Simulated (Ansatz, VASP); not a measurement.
**Cs2AgBiBr6 in VASP and in Ansatz**

Contents of INCAR:

```
SYSTEM = Cs2AgBiBr6
ALGO = Normal ; EDIFF = 1E-6
ENCUT = 520 ; GGA = CA
ISIF = 2 ; ISMEAR = -1
LASPH = .TRUE. ; LCHARG = .TRUE.
LDAU = .TRUE. ; LDAUJ = 0 0 0 0
LDAUL = -1 -1 2 -1 ; LDAUPRINT = 1
LDAUTYPE = 2 ; LDAUU = 0 0 6 0
LELF = .TRUE. ; LMAXMIX = 4
LREAL = .FALSE. ; LVHAR = .TRUE.
LWAVE = .FALSE. ; NBANDS = 54
NELM = 150 ; PREC = Accurate
SIGMA = 0.05
```

The input KPOINTS:

```
k-points
0
G
  4 4 4
  0 0 0
```

The input POSCAR:

```
Cs2AgBiBr6
1.0
    0.0000000000      5.6161000000      5.6161000000
    5.6161000000      0.0000000000      5.6161000000
    5.6161000000      5.6161000000      0.0000000000
Bi Cs Ag Br
1 2 1 6
Direct
    0.0000000000      0.0000000000      0.0000000000
    0.7500000000      0.7500000000      0.7500000000
    0.2500000000      0.2500000000      0.2500000000
    0.5000000000      0.5000000000      0.5000000000
    0.7494500000      0.7494500000      0.2505500000
    0.2505500000      0.2505500000      0.7494500000
    0.7494500000      0.2505500000      0.2505500000
    0.7494500000      0.2505500000      0.7494500000
    0.2505500000      0.7494500000      0.7494500000
    0.2505500000      0.7494500000      0.2505500000
```

The input input.yaml:

```yaml
crystal:
  lattice:
    - [0.0, 5.6161, 5.6161]
    - [5.6161, 0.0, 5.6161]
    - [5.6161, 5.6161, 0.0]
  atoms:
    - { symbol: Bi, position: [0.0, 0.0, 0.0] }
    - { symbol: Cs, position: [0.75, 0.75, 0.75] }
    - { symbol: Cs, position: [0.25, 0.25, 0.25] }
    - { symbol: Ag, position: [0.5, 0.5, 0.5] }
    - { symbol: Br, position: [0.74945, 0.74945, 0.25055] }
    - { symbol: Br, position: [0.25055, 0.25055, 0.74945] }
    - { symbol: Br, position: [0.74945, 0.25055, 0.25055] }
    - { symbol: Br, position: [0.74945, 0.25055, 0.74945] }
    - { symbol: Br, position: [0.25055, 0.74945, 0.74945] }
    - { symbol: Br, position: [0.25055, 0.74945, 0.25055] }
hamiltonian:
  xc: lda
  pseudopotentials: { kind: paw }
  hubbard: { sites: [{ species: Ag, l: d, u_eff: 6.0 }] }
kpoints:
  mp_grid: { grid: [4, 4, 4] }
  band_path:
    path:
      - [[0.0, 0.0, 0.0], [0.5, 0.0, 0.5], [0.5, 0.25, 0.75], [0.375, 0.375, 0.75], [0.0, 0.0, 0.0], [0.5, 0.5, 0.5], [0.625, 0.25, 0.625], [0.5, 0.25, 0.75], [0.5, 0.5, 0.5], [0.375, 0.375, 0.75]]
      - [[0.625, 0.25, 0.625], [0.5, 0.0, 0.5]]
    npoints: 10
scf:
  occupations: { method: fermi_dirac, width: 0.05 }
  n_extra_bands: 25
output:
  forces: true
  stress: true
  eigenvalues: true
  fatbands: false
```

Alike in both runs: functional LDA; k mesh 4 × 4 × 4; occupations fermi-dirac, width 0.05 eV; no spin polarisation; Hubbard terms Ag d U = 6.0 eV.

```csv
,VASP,Ansatz
version,VASP 6.6.1,Ansatz 0.2.0
potentials or method,"VASP PAW LDA potentials, release 64 (Bi_d, Cs_sv, Ag, Br)",Ansatz PAW
plane-wave cutoff (eV),520,420
valence electrons in the cell,86,94
task,single point,band structure
```

```csv
,VASP,Ansatz,Ansatz less VASP
gap on the k mesh at the Fermi level (eV),1.56,1.48,-0.076
least direct gap on the mesh (eV),2.57,2.52,-0.048
pressure (GPa),-1.5,-1.3,+0.22
rms of the force components (eV/Å),0.138,0.083,-0.0548
```

LDA's correlation is that of Perdew and Zunger in VASP and of Perdew and Wang (1992) in Ansatz. The programs project onto different local orbitals, so the same U acts differently, and such runs can settle in different states. Atom by atom the forces differ by 0.055 eV/Å (rms over components). VASP's potentials hold 86 valence electrons a cell and Ansatz's 94, so a difference there can come from the potentials and not from the codes.

Neither program's run includes spin-orbit coupling.
